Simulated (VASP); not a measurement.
Si, 4 atoms in the cell. The cell holds a slab with vacuum, 4 atoms: a = 3.847 Å, b = 3.847 Å, c = 18.445 Å, α = 90.00°, β = 90.00°, γ = 120.00°. 

| Item | Value |
| --- | --- |
| Program | VASP 6.6.1 |
| Task | single point |
| Functional | PBE |
| Dispersion | D3(BJ) |
| Potentials or basis | VASP PAW PBE potentials, release 64 (Si) |
| Cutoff | 520 eV |
| k mesh | 9 × 9 × 1 |
| Occupations | gaussian, width 0.1 eV |
| Spin | no spin polarisation |
| Dipole correction | yes |
| Further INCAR settings | ALGO = Normal; EDIFF = 1e-06; NBANDS = 16 |

Potentials or basis: VASP PAW PBE potentials, release 64 (Si).

Run with:

```bash
$ cat potpaw_PBE.64/Si/POTCAR > POTCAR
$ mpirun -np 1 vasp_std > vasp.out
```

Hardware: 1 thread of Intel(R) Xeon(R) Platinum 8488C (Sapphire Rapids), on a shared host.

Question: Estimate the wall time of this run.

Answer: Wall time 2.1 min on 1 thread of Intel(R) Xeon(R) Platinum 8488C (Sapphire Rapids) (shared host), peak memory 0.35 GiB. Counts: scf iterations 22, k points 25.
